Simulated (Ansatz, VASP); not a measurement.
Ti: VASP beside Ansatz

```
Ti
1.0
     2.95000    0.00000    0.00000
    -1.47500    2.55477    0.00000
     0.00000    0.00000    4.68000
Ti
2
Direct
  0.66667 0.33333 0.75000
  0.33333 0.66667 0.25000
```

Alike in both runs: functional PBE; k mesh 10 × 10 × 6; occupations fermi-dirac, width 0.025 eV; no spin polarisation.

|  | VASP | Ansatz |
| --- | --- | --- |
| version | VASP 6.6.1 | Ansatz 0.2.0 |
| potentials or method | VASP PAW PBE potentials, release 64 (Ti_sv) | Ansatz PAW |
| plane-wave cutoff (eV) | 500 | 420 |
| valence electrons in the cell | 24 | 24 |
| task | single point | density of states |

```tsv
	VASP	Ansatz	Ansatz less VASP
gap on the k mesh at the Fermi level (eV)	none	none	-
pressure (GPa)	-1.7	-1.4	+0.28
traceless stress, the component that is largest in VASP (GPa)	-0.22	-0.20	+0.012
```

A gap of «none» marks a metal or a gap that the smearing closes. The functional is the same, so the differences come from potentials, cutoffs and numerics.
